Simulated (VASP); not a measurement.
# Se (Im-3m) in VASP: notebook

Se is run at these levels: PBEsol; tasks: single point.

Everything below comes from runs of VASP 6.6.1. Logs are shortened: lines on timing, memory, paths and dates and some standing lists are left out, and cuts for length are marked.

## 1. The cell of the first run

Symmetry: Im-3m, No. 229, cubic system. The conventional cell has a = 3.133 Å, b = 3.133 Å, c = 3.133 Å, α = 90.00°, β = 90.00°, γ = 90.00°. Within 3.6 Å of Se (site symmetry m-3m) lie 14 Se at 2.71 to 3.13 Å.

This isn't the form of Se at room conditions, which is trigonal, of chains.

## 2. Single point, PBEsol (15.37 Å³/atom)

INCAR

```
SYSTEM = Se
ALGO = Normal
EDIFF = 1E-7
ENCUT = 520
GGA = PS
ISIF = 2
ISMEAR = 0
LASPH = .TRUE.
LCHARG = .TRUE.
LELF = .TRUE.
LREAL = .FALSE.
LVHAR = .TRUE.
LWAVE = .FALSE.
NBANDS = 9
NELM = 60
PREC = Accurate
SIGMA = 0.05
```

KPOINTS

```
k-points
0
G
  20 20 20
  0 0 0
```

POSCAR

```
Se
1.0
   -1.5662943719      1.5662943719      1.5662943719
    1.5662943719     -1.5662943719      1.5662943719
    1.5662943719      1.5662943719     -1.5662943719
Se
1
Direct
    0.0000000000      0.0000000000      0.0000000000
```

Potentials or basis: VASP PAW PBE potentials, release 64 (Se).

Run with:

```console
$ cat potpaw_PBE.64/Se/POTCAR > POTCAR
$ mpirun -np 1 vasp_std > vasp.out
```

OUTCAR:

```text
SYSTEM = Se
   EDIFF = 1E-7
   ENCUT = 520
   GGA = PS
   ISIF = 2
   ISMEAR = 0
   LASPH = .TRUE.
   LREAL = .FALSE.
   NELM = 60
   PREC = Accurate

 ion  position               nearest neighbor table
   1  0.000  0.000  0.000-

  LATTYP: Found a body centered cubic cell.
 ALAT       =     3.1325887438

  Lattice vectors:

 A1 = (  -1.5662943719,   1.5662943719,   1.5662943719)
 A2 = (   1.5662943719,  -1.5662943719,   1.5662943719)
 A3 = (   1.5662943719,   1.5662943719,  -1.5662943719)

Analysis of symmetry for initial positions (statically):
=====================================================================
 Subroutine PRICEL returns:
 Original cell was already a primitive cell.

 Routine SETGRP: Setting up the symmetry group for a
 body centered cubic supercell.

 Subroutine GETGRP returns: Found 48 space group operations
 (whereof 48 operations were pure point group operations)
 out of a pool of 48 trial point group operations.

The static configuration has the point symmetry O_h .

Analysis of symmetry for dynamics (positions and initial velocities):
=====================================================================
 Subroutine PRICEL returns:
 Original cell was already a primitive cell.

 Routine SETGRP: Setting up the symmetry group for a
 body centered cubic supercell.

 Subroutine GETGRP returns: Found 48 space group operations
 (whereof 48 operations were pure point group operations)
 out of a pool of 48 trial point group operations.

The dynamic configuration has the point symmetry O_h .

 Subroutine INISYM returns: Found 48 space group operations
 (whereof 48 operations are pure point group operations),
 and found     1 'primitive' translations

----------------------------------------------------------------------------------------

                                     Primitive cell

  volume of cell :      15.3702

  direct lattice vectors                    reciprocal lattice vectors
    -1.566294372  1.566294372  1.566294372     0.000000000  0.319224795  0.319224795
     1.566294372 -1.566294372  1.566294372     0.319224795  0.000000000  0.319224795
     1.566294372  1.566294372 -1.566294372     0.319224795  0.319224795  0.000000000

  length of vectors
     2.712901432  2.712901432  2.712901432     0.451452035  0.451452035  0.451452035

  position of ions in fractional coordinates (direct lattice)
     0.000000000  0.000000000  0.000000000

  ion indices of the primitive-cell ions
   primitive index   ion index
                 1           1

----------------------------------------------------------------------------------------

 KPOINTS: k-points

Automatic generation of k-mesh.
 Grid dimensions read from file:
 generate k-points for:   20   20   20

 Generating k-lattice:

  Cartesian coordinates                     Fractional coordinates (reciprocal lattice)
     0.000000000  0.015961240  0.015961240     0.050000000  0.000000000  0.000000000
     0.015961240  0.000000000  0.015961240     0.000000000  0.050000000  0.000000000
     0.015961240  0.015961240  0.000000000     0.000000000  0.000000000  0.050000000

  Length of vectors
     0.022572602  0.022572602  0.022572602

  Shift w.r.t. Gamma in fractional coordinates (k-lattice)
     0.000000000  0.000000000  0.000000000

 Subroutine IBZKPT returns following result:
 ===========================================

 Found    256 irreducible k-points:

 Following reciprocal coordinates:
            Coordinates               Weight
  0.000000  0.000000  0.000000      1.000000
  0.050000  0.000000  0.000000     12.000000
  0.100000  0.000000  0.000000     12.000000
  0.150000  0.000000  0.000000     12.000000
  0.200000  0.000000  0.000000     12.000000
  0.250000  0.000000  0.000000     12.000000
[... 16 lines left out ...]
  0.200000  0.100000 -0.000000     48.000000
  0.250000  0.100000  0.000000     48.000000
 [... further k-points ...]
   k-points           NKPTS =    256   k-points in BZ     NKDIM =    256   number of bands    NBANDS=      9
   number of dos      NEDOS =    301   number of ions     NIONS =      1
   total plane-waves  NPLWV =   8000
   dimension x,y,z NGX =    20 NGY =   20 NGZ =   20
   dimension x,y,z NGXF=    40 NGYF=   40 NGZF=   40
   ions per type =               1
   NGX,Y,Z   is equivalent  to a cutoff of  12.26, 12.26, 12.26 a.u.
   NGXF,Y,Z  is equivalent  to a cutoff of  24.51, 24.51, 24.51 a.u.
 SYSTEM =  Se
   PREC   = accura    normal or accurate (medium, high low for compatibility)
   ISTART =      0    job   : 0-new  1-cont  2-samecut
   ICHARG =      2    charge: 1-file 2-atom 10-const
   ISPIN  =      1    spin polarized calculation?
   LNONCOLLINEAR =      F non collinear calculations
   LSORBIT =      F    spin-orbit coupling
   LASPH  =      T    aspherical Exc in radial PAW
   ENCUT  =  520.0 eV  38.22 Ry    6.18 a.u.   5.04  5.04  5.04*2*pi/ulx,y,z
   NELM   =     60;   NELMIN=  2; NELMDL= -5     # of ELM steps
   EDIFF  = 0.1E-06   stopping-criterion for ELM
   LREAL  =      F    real-space projection
   EDIFFG = 0.1E-05   stopping-criterion for IOM
   NSW    =      0    number of steps for IOM
   IBRION =     -1    ionic relax: 0-MD 1-quasi-New 2-CG
   NFREE  =      0    steps in history (QN), initial steepest desc. (CG)
   ISIF   =      2    stress and relaxation
   ISYM   =      2    0-nonsym 1-usesym 2-fastsym
   POTIM  = 0.5000    time-step for ionic-motion
   TEBEG  =    0.0;   TEEND  =   0.0 temperature during run
   PSTRESS=    0.0 pullay stress
   NELECT =       6.0000    total number of electrons
   NUPDOWN=      -1.0000    fix difference up-down
   EMIN   =  10.00;   EMAX   =-10.00  energy-range for DOS
   EFERMI =   0.00;   METHOD = LEGACY
   ISMEAR =     0;   SIGMA  =   0.05  broadening in eV -4-tet -1-fermi 0-gaus
   EFERMI_NEDOS =   21; number of points for ismear=-14 and -15
   IALGO  =     38    algorithm
   IMIX   =      4    mixing-type and parameters
     AMIX     =   0.40;   BMIX     =  1.00
     AMIX_MAG =   1.60;   BMIX_MAG =  1.00
  volume/ion in A,a.u.               =      15.37       103.72
  Fermi-wavevector in a.u.,A,eV,Ry     =   1.196461  2.260983 19.476996  1.431519
  Thomas-Fermi vector in A             =   2.332401
   LORBIT       =      0    0 simple, 1 ext, 2 COOP (PROOUT), +10 PAW based schemes
   GGA     = PS    functional components
   LHFCALC =     F    Hartree Fock is set to
   AEXX    =    0.0000 exact exchange contribution
   IVDW    =     0    specifies the selected vdW correction
   LEPSILON=     F    determine dielectric tensor
   LRPA    =     F    only Hartree local field effects (RPA)
 non-spin polarized calculation
 Gauss-broadening in eV      SIGMA  =   0.05
  energy-cutoff  :      520.00
  volume of cell :       15.37
 maximum number of plane-waves:       426
   NGX =  9   NGY =  9   NGZ =  9

 number of electron       6.0000001 magnetization

 Free energy of the ion-electron system (eV)
  ---------------------------------------------------
  ext. energy  EPLUGINS =         0.00000000
  ---------------------------------------------------
  free energy    TOTEN  =        -3.06855555 eV

  energy without entropy =       -3.06768016  energy(sigma->0) =       -3.06811785

 E-fermi :   9.3291     XC(G=0): -12.0204

 val. band max:        9.3251729950   @ k =  -0.3500   0.3500   0.1000
 cond. band min:       9.3401709461   @ k =   0.3000   0.0500   0.0500
 fundamental gap:      0.0149979512
 Fermi energy:         9.3290596492

 k-point     1 :       0.0000    0.0000    0.0000
  band No.  band energies     occupation
      1      -9.8395      2.00000
      2      13.9682      0.00000
      3      13.9682      0.00000
      4      13.9682      0.00000
      5      22.3732      0.00000
      6      22.3732      0.00000
      7      22.3732      0.00000
      8      24.8322      0.00000
      9      25.7420      0.00000

 k-point     2 :       0.0500    0.0000    0.0000
  band No.  band energies     occupation
      1      -9.7681      2.00000
      2      13.4840      0.00000
      3      13.7648      0.00000
      4      13.9273      0.00000
      5      22.0308      0.00000
      6      22.2136      0.00000
      7      22.7112      0.00000
      8      24.8238      0.00000
      9      25.1550      0.00000

 k-point     3 :       0.1000    0.0000    0.0000
  band No.  band energies     occupation
      1      -9.5544      2.00000
      2      12.2329      0.00000
      3      13.2410      0.00000
      4      13.8077      0.00000
      5      21.2713      0.00000
      6      21.4526      0.00000
      7      23.6397      0.00000
      8      24.4145      0.00000
      9      24.8419      0.00000

 k-point     4 :       0.1500    0.0000    0.0000
  band No.  band energies     occupation
      1      -9.1998      2.00000
      2      10.5603      0.00000
      3      12.5592      0.00000
      4      13.6193      0.00000
      5      20.3643      0.00000
      6      20.4170      0.00000
      7      24.5651      0.00000
      8      24.5986      0.00000
      9      24.9955      0.00000
[... 205 lines left out ...]
 k-point    22 :       0.1500    0.1000   -0.0000
  band No.  band energies     occupation
      1      -8.4976      2.00000
      2       8.4501      2.00000
      3      11.0655      0.00000
      4      12.7474      0.00000
      5      19.5974      0.00000
      6      20.3882      0.00000
      7      23.6577      0.00000
      8      25.2712      0.00000
      9      27.1099      0.00000

 k-point    23 :       0.2000    0.1000   -0.0000
  band No.  band energies     occupation
      1      -7.8756      2.00000
      2       6.7643      2.00000
      3      10.1990      0.00000
      4      12.3968      0.00000
      5      18.9440      0.00000
      6      20.0560      0.00000
      7      23.7054      0.00000
      8      26.7845      0.00000
      9      27.8415      0.00000

 k-point    24 :       0.2500    0.1000    0.0000
  band No.  band energies     occupation
      1      -7.1332      2.00000
      2       5.0391      2.00000
      3       9.4921      0.00000
      4      12.0668      0.00000
      5      18.3552      0.00000
      6      19.7743      0.00000
      7      23.9757      0.00000
      8      28.2854      0.00000
      9      28.9057      0.00000

 [... further k-points ...]
[... 5 lines left out ...]
  --------------------------------------------------------------------------------------
  -------------------------------------------------------------------------------------
  Total        3.1265573      3.1265573      3.1265573     -0.0000000     -0.0000000      0.0000000
  in kB      325.9093513    325.9093513    325.9093513     -0.0000000     -0.0000000      0.0000000
  external PRESSURE =     325.9093513 kB  Pullay stress =       0.0000000 kB

 VOLUME and BASIS-vectors are now :
 -----------------------------------------------------------------------------
  energy-cutoff  :      520.00
  volume of cell :       15.37
      direct lattice vectors                 reciprocal lattice vectors
    -1.566294372  1.566294372  1.566294372     0.000000000  0.319224795  0.319224795
     1.566294372 -1.566294372  1.566294372     0.319224795  0.000000000  0.319224795
     1.566294372  1.566294372 -1.566294372     0.319224795  0.319224795  0.000000000

 POSITION                                       TOTAL-FORCE (eV/Angst)
 -----------------------------------------------------------------------------------
      0.00000      0.00000      0.00000         0.000000      0.000000      0.000000
 -----------------------------------------------------------------------------------
    total drift:                                0.000000      0.000000     -0.000000

  FREE ENERGIE OF THE ION-ELECTRON SYSTEM (eV)
  ---------------------------------------------------
  free  energy   TOTEN  =        -3.0685555459 eV

  energy  without entropy=       -3.0676801567  energy(sigma->0) =       -3.06811785
```

Wall time 9 s (1 thread of Intel Xeon 6975P-C (Granite Rapids), shared host); peak memory 0.15 GiB.

Results:

| Property | Result |
| --- | --- |
| Free energy | -3.0686 eV |
| Pressure | 32.6 GPa |
| Band gap on the k mesh | zero (bands 3 and 4 overlap by 10.23 eV) |

Caveat: the cell stands under pressure; the PAW data sets were made with another functional, which shifts forces and pressure a little.

## 3. Single point, PBEsol (12.30 Å³/atom)

This run uses another cell than the first one, of 12.30 Å³/atom.

INCAR

```
SYSTEM = Se
PREC = Accurate
ENCUT = 520
EDIFF = 1E-6
ISMEAR = 0
SIGMA = 0.05
LREAL = .False.
LASPH = .True.
NELM = 80
ALGO = Normal
ISIF = 2
LWAVE = .False.
LCHARG = .True.
GGA = PS
LELF = .True.
LVHAR = .True.
NBANDS = 9
```

KPOINTS

```
Automatic mesh
0
Gamma
  22 22 22
  0 0 0
```

POSCAR

```
Se
1.0
   -1.4540188933      1.4540188933      1.4540188933
    1.4540188933     -1.4540188933      1.4540188933
    1.4540188933      1.4540188933     -1.4540188933
Se
1
Direct
    0.0000000000      0.0000000000      0.0000000000
```

Potentials or basis: VASP PAW PBE potentials, release 64 (Se).

Run with:

```console
$ cat potpaw_PBE.64/Se/POTCAR > POTCAR
$ mpirun -np 1 vasp_std > vasp.out
```

OUTCAR:

```text
SYSTEM = Se
   PREC = Accurate
   ENCUT = 520
   EDIFF = 1E-6
   ISMEAR = 0
   LREAL = .False.
   LASPH = .True.
   NELM = 80
   ISIF = 2
   GGA = PS

 ion  position               nearest neighbor table
   1  0.000  0.000  0.000-

  LATTYP: Found a body centered cubic cell.
 ALAT       =     2.9080377866

  Lattice vectors:

 A1 = (  -1.4540188933,   1.4540188933,   1.4540188933)
 A2 = (   1.4540188933,  -1.4540188933,   1.4540188933)
 A3 = (   1.4540188933,   1.4540188933,  -1.4540188933)

[... 457 lines left out ...]
      1      -7.7774      2.00000
      2      13.4689      0.00000
      3      15.8517      0.00000
      4      17.9632      0.00000
      5      24.1268      0.00000
      6      25.0327      0.00000
      7      28.2070      0.00000
      8      30.4419      0.00000
      9      32.1082      0.00000

 [... further k-points ...]
[... 5 lines left out ...]
  --------------------------------------------------------------------------------------
  -------------------------------------------------------------------------------------
  Total        8.0810714      8.0810714      8.0810714     -0.0000000     -0.0000000      0.0000000
  in kB     1052.9539699   1052.9539699   1052.9539699     -0.0000000     -0.0000000      0.0000000
  external PRESSURE =    1052.9539699 kB  Pullay stress =       0.0000000 kB

 VOLUME and BASIS-vectors are now :
 -----------------------------------------------------------------------------
  energy-cutoff  :      520.00
  volume of cell :       12.30
      direct lattice vectors                 reciprocal lattice vectors
    -1.454018893  1.454018893  1.454018893     0.000000000  0.343874486  0.343874486
     1.454018893 -1.454018893  1.454018893     0.343874486  0.000000000  0.343874486
     1.454018893  1.454018893 -1.454018893     0.343874486  0.343874486  0.000000000

 POSITION                                       TOTAL-FORCE (eV/Angst)
 -----------------------------------------------------------------------------------
      0.00000      0.00000      0.00000         0.000000     -0.000000      0.000000
 -----------------------------------------------------------------------------------
    total drift:                                0.000000      0.000000     -0.000000

  FREE ENERGIE OF THE ION-ELECTRON SYSTEM (eV)
  ---------------------------------------------------
  free  energy   TOTEN  =        -1.8640715147 eV

  energy  without entropy=       -1.8633831580  energy(sigma->0) =       -1.86372734
```

OSZICAR:

```text
N       E                     dE             d eps       ncg     rms          rms(c)
DAV:   1     0.962935526184E+01    0.96294E+01   -0.33395E+03  6064   0.609E+02
DAV:   2    -0.171052680725E+01   -0.11340E+02   -0.10966E+02  8294   0.824E+01
DAV:   3    -0.188037837341E+01   -0.16985E+00   -0.16945E+00  6938   0.863E+00
DAV:   4    -0.188052407070E+01   -0.14570E-03   -0.14569E-03  7818   0.262E-01
DAV:   5    -0.188052410079E+01   -0.30090E-07   -0.31649E-07  6746   0.361E-03    0.893E+00
DAV:   6    -0.186978438583E+01    0.10740E-01   -0.11508E-03  7072   0.228E-01    0.538E+00
DAV:   7    -0.186409704284E+01    0.56873E-02   -0.20696E-03  7228   0.329E-01    0.457E-02
DAV:   8    -0.186407327821E+01    0.23765E-04   -0.32944E-05  6637   0.356E-02    0.129E-02
DAV:   9    -0.186407176879E+01    0.15094E-05   -0.33121E-06  7529   0.107E-02    0.388E-03
DAV:  10    -0.186407151471E+01    0.25408E-06   -0.38189E-08  3390   0.173E-03
   1 F= -.18640715E+01 E0= -.18637273E+01  d E =-.688357E-03
```

stdout:

```text
POSCAR found type information on POSCAR Se
 POSCAR found :  1 types and       1 ions
 scaLAPACK will be used
 -----------------------------------------------------------------------------
|                                                                             |
|                                                                             |
|     You enforced a specific xc type in the INCAR file but a different       |
|     I HOPE YOU KNOW WHAT YOU ARE DOING!                                     |
|                                                                             |
 -----------------------------------------------------------------------------

 LDA part: xc-table for (Slater+PW92), standard interpolation
 POSCAR, INCAR and KPOINTS ok, starting setup
 FFT: planning ... GRIDC
 FFT: planning ... GRID_SOFT
 FFT: planning ... GRID
 WAVECAR not read
 entering main loop
```

It took 11 s on 1 thread of Intel Xeon 6975P-C (Granite Rapids), shared host; peak memory 0.15 GiB.

What came out:

```yaml
Free_energy: -1.8641 eV
Pressure: 105.3 GPa
Band_gap_on_the_k_mesh: zero (bands 3 and 4 overlap by 13.12 eV)
```

Levels at points of the mesh, in eV from the Fermi level:
```tsv
k point	band 1	band 2	band 3	band 4	band 5	band 6	band 7	band 8
(0.00, 0.00, 0.00)	-22.32	6.52	6.52	6.52	13.70	13.70	13.70	17.35
(0.50, 0.00, 0.00)	-14.93	-11.93	0.39	3.68	7.48	7.70	21.00	23.00
(0.50, 0.50, 0.50)	-8.48	-5.77	-5.77	-5.77	0.99	0.99	28.82	28.82
```

Caveat: the cell stands under pressure; the PAW data sets were made with another functional, which shifts forces and pressure a little.

## 4. Single point, PBEsol (16.14 Å³/atom)

This run uses another cell than the first one, of 16.14 Å³/atom.

INCAR

```
SYSTEM = Se
PREC = Accurate ; ENCUT = 520
EDIFF = 1E-6 ; ISMEAR = 0
SIGMA = 0.05 ; LREAL = .FALSE.
LASPH = .TRUE. ; NELM = 100
ALGO = Normal ; ISIF = 2
LWAVE = .FALSE. ; LCHARG = .FALSE.
GGA = PS ; NBANDS = 9
```

KPOINTS

```
regular mesh
0
G
  20 20 20
  0 0 0
```

POSCAR

```
Se
1.0
   -1.5919758933      1.5919758933      1.5919758933
    1.5919758933     -1.5919758933      1.5919758933
    1.5919758933      1.5919758933     -1.5919758933
Se
1
Direct
    0.0000000000      0.0000000000      0.0000000000
```

Run with:

```console
$ cat potpaw_PBE.64/Se/POTCAR > POTCAR
$ mpirun -np 1 vasp_std > vasp.out
```

Wall time 8.3 s (1 thread of Intel Xeon 6975P-C (Granite Rapids), shared host); peak memory 0.16 GiB.

The run converged. Its results:

```
Free energy            : -3.2008 eV
Pressure               : 23.0 GPa
Band gap on the k mesh : zero (bands 3 and 4 overlap by 9.54 eV)
```

Levels at points of the mesh, in eV from the Fermi level:
```csv
k point,band 1,band 2,band 3,band 4,band 5,band 6,band 7
"(0.00, 0.00, 0.00)",-18.57,4.30,4.30,4.30,12.92,12.92,12.92
"(0.50, 0.00, 0.00)",-13.53,-8.81,0.15,2.81,7.08,7.96,18.72
"(0.50, 0.50, 0.50)",-9.71,-4.27,-4.27,-4.27,2.77,2.77,25.20
```

Caveat: the cell stands under pressure; the PAW data sets were made with another functional, which shifts forces and pressure a little.

## 5. The runs side by side

```tsv
cell	k mesh	gap on the mesh (eV)	pressure (GPa)
a = 2.713 Å, angles 109.5°, 1 atom	20 × 20 × 20	none	32.6
a = 2.518 Å, angles 109.5°, 1 atom	22 × 22 × 22	none	105.3
a = 2.757 Å, angles 109.5°, 1 atom	20 × 20 × 20	none	23.0
```

Alike in all rows: task single point; level PBEsol; potentials or basis VASP PAW PBE potentials, release 64 (Se); no spin polarisation; cutoff (eV) 520; smearing gaussian 0.05 eV.

Caveats: the cell stands under pressure; the PAW data sets were made with another functional, which shifts forces and pressure a little.

Total energies depend on the potentials used, so only differences within one code and one set of settings carry meaning.
